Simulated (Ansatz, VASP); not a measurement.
**TiC: VASP beside Ansatz**

```xyz
2
Lattice="0.0000 2.1455 2.1455 2.1455 0.0000 2.1455 2.1455 2.1455 0.0000" Properties=species:S:1:pos:R:3 pbc="T T T"
Ti    0.0000    0.0000    0.0000
C     2.1455    2.1455    2.1455
```

Alike in both runs: functional PBE; dispersion D3(BJ); k mesh 16 × 16 × 16; occupations gaussian, width 0.1 eV; no spin polarisation.

Ansatz relaxed the structure, and its values are those at the end. VASP's run is a single point on that final structure, the one shown.

```csv
,VASP,Ansatz
version,VASP 6.6.1,Ansatz 0.2.0
potentials or method,"VASP PAW PBE potentials, release 64 (Ti_sv, C), cutoff 600 eV","scalar-relativistic, plane waves, PAW"
valence electrons in the cell,16,16
```

|  | VASP | Ansatz | Ansatz less VASP |
| --- | --- | --- | --- |
| gap on the k mesh at the Fermi level (eV) | none | none | - |
| pressure (GPa) | 0.1 | 0.0 | -0.11 |

A gap of «none» marks a metal or a gap that the smearing closes.
